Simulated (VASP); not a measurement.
A run of VASP 6.6.1 is set up as follows.

Contents of INCAR:

```
ALGO     = Normal         # electronic algorithm
EDIFF    = 1E-6           # SCF threshold, eV
ENCUT    = 600            # plane-wave cutoff, eV
GGA_COMPAT= False        
ISIF     = 2              # what is computed and relaxed
ISMEAR   = 0              # smearing method
LASPH    = True           # aspherical terms in the spheres
LCHARG   = False          # write CHGCAR
LREAL    = False          # projectors in reciprocal space
LWAVE    = False          # write WAVECAR
NBANDS   = 16             # bands
NELM     = 120            # most SCF steps
PREC     = Accurate       # precision mode
SIGMA    = 0.15           # smearing width, eV
```

Contents of KPOINTS:

```
k-points
0
Gamma
  18 18 18
```

Contents of POSCAR:

```
TaN
1.0
    0.0000000000      2.2101387059      2.2101387059
    2.2101387059      0.0000000000      2.2101387059
    2.2101387059      2.2101387059      0.0000000000
Ta N
1 1
Direct
    0.4978278253      0.5021721747      0.5021721747
    0.0280609990     -0.0280609990     -0.0280609990
```

Potentials or basis: VASP PAW LDA potentials, release 64 (Ta_sv_GW, N).

Launch:

```bash
$ cat potpaw_LDA.64/Ta_sv_GW/POTCAR potpaw_LDA.64/N/POTCAR > POTCAR
$ mpirun -np 1 vasp_std > vasp.out
```

Problem. Estimate the pressure.

Solution. -12.8 GPa.

Problem. Predict the largest force.

Solution. 1.000 eV/Å.

Problem. What does it give for the band gap on the k mesh?

Solution. Zero (band 9 reaches 14.99 eV, above the bottom of band 10 at 11.50 eV).

Forces in eV/Å, atoms in the order of the input:
```
Ta  -1.000  0.000  0.000
N    1.000  0.000  0.000
```

Caveat: spin-orbit coupling is left out, which moves the levels of the heavy elements; forces of over 1 eV/Å act on the atoms, so gaps and moduli don't describe the material at rest.
